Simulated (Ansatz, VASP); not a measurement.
**One calculation of Se, two programs**

Contents of INCAR:

```
SYSTEM = Se
AGGAC = 1.0
AGGAX = 1.0
ALDAC = 0.0
ALDAX = 1.0
ALGO = Normal
EDIFF = 1E-6
ENCUT = 520
GGA = B5
ISIF = 2
ISMEAR = -1
LASPH = .TRUE.
LCHARG = .FALSE.
LREAL = .FALSE.
LWAVE = .FALSE.
NBANDS = 13
NELM = 60
PREC = Accurate
SIGMA = 0.1
```

KPOINTS

```
k-points
0
G
  11 11 9
  0 0 0
```

The input POSCAR:

```
Se
1.0
    3.6715560597      0.0000000000      0.0000000000
   -1.8357780299      3.1796608191      0.0000000000
    0.0000000000      0.0000000000      3.7320421367
Se
2
Direct
    0.3333333333      0.6666666667      0.2500000000
    0.6666666667      0.3333333333      0.7500000000
```

Input for Ansatz:

```yaml
crystal:
  lattice:
    - [3.6715560597, 0.0, 0.0]
    - [-1.8357780299, 3.1796608191, 0.0]
    - [0.0, 0.0, 3.7320421367]
  atoms:
    - { symbol: Se, position: [0.3333333333, 0.6666666667, 0.25] }
    - { symbol: Se, position: [0.6666666667, 0.3333333333, 0.75] }
hamiltonian:
  xc: blyp
  pseudopotentials:
    kind: paw
    azcp:
      Se: "pseudopotentials/Se.paw.azcp"
basis:
  ecutwfc: 420
  fft_grid_basis: typed
kpoints:
  mp_grid: { grid: [11, 11, 9], shift: [0, 0, 0] }
magnetization:
  spin_polarized: false
scf:
  occupations: { method: fermi_dirac, width: 0.1 }
  lower_state_search: "off"
output:
  stress: true
```

Alike in both runs: task single point; functional BLYP; k mesh 11 × 11 × 9; occupations fermi-dirac, width 0.1 eV; no spin polarisation.

```csv
,VASP,Ansatz
version,VASP 6.6.1,Ansatz 0.2.0
potentials or method,"VASP PAW PBE potentials, release 64 (Se), cutoff 520 eV","plane waves (420 eV) with PAW, scalar-relativistic"
valence electrons in the cell,12,32
```

```csv
,VASP,Ansatz,Ansatz less VASP
pressure (GPa),9.0,8.7,-0.24
"traceless stress, the component that is largest in VASP (GPa)",2.23,2.14,-0.085
```

VASP's potentials were made for PBE, not for BLYP. VASP's potentials hold 12 valence electrons a cell and Ansatz's 32, so a difference there can come from the potentials and not from the codes.
